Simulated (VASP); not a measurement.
ZnAu, 2 atoms in the cell. The structure is cubic, space group Pm-3m (No. 221). The conventional cell has a = 3.181 Å, b = 3.181 Å, c = 3.181 Å, α = 90.00°, β = 90.00°, γ = 90.00°. Zn (site symmetry m-3m) has 8 Au at 2.76 Å and 6 Zn at 3.18 Å within 3.6 Å. Au (site symmetry m-3m) has 8 Zn at 2.76 Å and 6 Au at 3.18 Å within 3.6 Å. 

```yaml
Program: VASP 6.6.1
Task: single point
Functional: PBEsol
Potentials_or_basis: VASP PAW PBE potentials, release 64 (Zn, Au)
Cutoff: 520 eV
k_mesh: 13 × 13 × 13
Occupations: fermi-dirac, width 0.05 eV
Spin: no spin polarisation
Dipole_correction: no
Further_INCAR_settings: ALGO = Normal; EDIFF = 1e-06; NBANDS = 18
```

Potentials or basis: VASP PAW PBE potentials, release 64 (Zn, Au).

Run with:

```bash
$ cat potpaw_PBE.64/Zn/POTCAR potpaw_PBE.64/Au/POTCAR > POTCAR
$ mpirun -np 1 vasp_std > vasp.out
```

Hardware: 1 thread of Intel Xeon 8259CL, with other jobs on the host.

Problem. Estimate the wall time of this run.

Solution. Run time: 50 s on 1 thread of Intel Xeon 8259CL, with other jobs on the host, peak memory 0.18 GiB. Counts: scf iterations 11, k points 84.
